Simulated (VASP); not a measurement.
Runs of VASP 6.6.1 on Ti. The structure is that of space group Fm-3m (No. 225), or close to it. The cells are those of the table. 

```tsv
cell	gap on the mesh (eV)	pressure (GPa)
a = 2.893, b = 2.893, c = 2.828 Å, angles 60.7, 60.7, 58.5°, 1 atom	none	(a)
a = 2.871, b = 2.871, c = 2.828 Å, angles 60.5, 60.5, 59.0°, 1 atom	none	6.8
a = 2.849, b = 2.849, c = 2.828 Å, angles 60.3, 60.3, 59.5°, 1 atom	none	8.9
a = 2.828, b = 2.828, c = 2.871 Å, angles 59.5, 59.5, 61.0°, 1 atom	none	8.9
a = 2.872, b = 2.872, c = 2.785 Å, angles 61.0, 61.0, 58.0°, 1 atom	none	8.9
```

Alike in all rows: task single point; level r2SCAN; potentials or basis VASP PAW PBE potentials, release 64 (Ti_sv); no spin polarisation; k mesh 20 × 20 × 20; cutoff (eV) 520; smearing gaussian 0.15 eV.

**Question.** Estimate the missing entries.

**Answer.** (a) 4.8.

Caveats: the cell stands under pressure; the PAW data sets were made with another functional, which shifts forces and pressure a little.

A gap of «none» marks levels without a gap at the run's occupations.
